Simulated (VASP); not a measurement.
# Nb: relaxation of cell and atoms with LDA

Crystal: Nb.

```
Nb
1.0
     2.82346    0.00000    0.00000
    -1.41173    2.44519    0.00000
     0.00000    0.00000    2.65405
Nb
1
Cartesian
  0.0000 0.0000 0.0000
```

This isn't the form of Nb at room conditions, which is bcc.

| Property | Result |
| --- | --- |
| Program | VASP 6.6.1 |
| Task | relaxation of cell and atoms |
| Functional | LDA |
| Potentials or basis | VASP PAW LDA potentials, release 64 (Nb_sv) |
| Cutoff | 600 eV |
| k mesh | 16 × 16 × 15 |
| Occupations | fermi-dirac, width 0.05 eV |
| Spin | no spin polarisation |
| Target pressure | 1.1 GPa |
| Dipole correction | no |
| Further INCAR settings | ALGO = Normal; EDIFF = 1e-07; IBRION = 2; EDIFFG = -0.005; NSW = 60; ISIF = 3 |

| Property | Result |
| --- | --- |
| Relaxed volume | 18.14 Å³/atom |
| Relaxed cell | a = 2.800 Å, b = 2.800 Å, c = 2.671 Å, α = 90.00°, β = 90.00°, γ = 120.00° |
| Space group after relaxing (to 0.1 Å) | P6/mmm (No. 191) |
| Energy change on relaxing (the run minimises the enthalpy) | -2.4 meV/atom |
| Ionic steps | 6 |
| Pressure after relaxing | 1.1 GPa |
| Band gap on the k mesh | zero (an odd number of electrons rules out a gap without spin polarisation) |

The path:
| step | energy change (eV) | largest force (eV/Å) | pressure (GPa) | volume (Å³) |
| --- | --- | --- | --- | --- |
| 1 | 0.0000 | 0.0000 | -0.70 | 18.32 |
| 2 | 0.0064 | 0.0000 | 4.78 | 17.78 |
| 3 | -0.0019 | 0.0000 | 1.53 | 18.09 |
| 4 | -0.0019 | 0.0000 | 1.58 | 18.08 |
| 5 | -0.0027 | 0.0000 | 0.69 | 18.19 |
| 6 | -0.0024 | 0.0000 | 1.11 | 18.14 |

Final structure:
```
CELL_PARAMETERS angstrom
2.80045 0.00000 0.00000
-1.40022 2.42526 0.00000
0.00000 0.00000 2.67093
ATOMIC_POSITIONS crystal
Nb 0.00000 0.00000 0.00000
```

Levels at points of the mesh, in eV from the Fermi level:
```
           k point  band 4  band 5  band 6  band 7  band 8  band 9
(0.00, 0.00, 0.00)  -29.85   -6.16   -3.32    0.11    0.11    5.32
(0.50, 0.00, 0.00)  -29.73   -4.16   -2.07    1.53    1.71    4.55
```

Wall time 3.4 min on 1 thread of Intel Xeon 8259CL, on a shared host, peak memory 0.15 GiB.

Caveat: the cell is relaxed towards a set pressure, so the run minimises the enthalpy, not the energy.
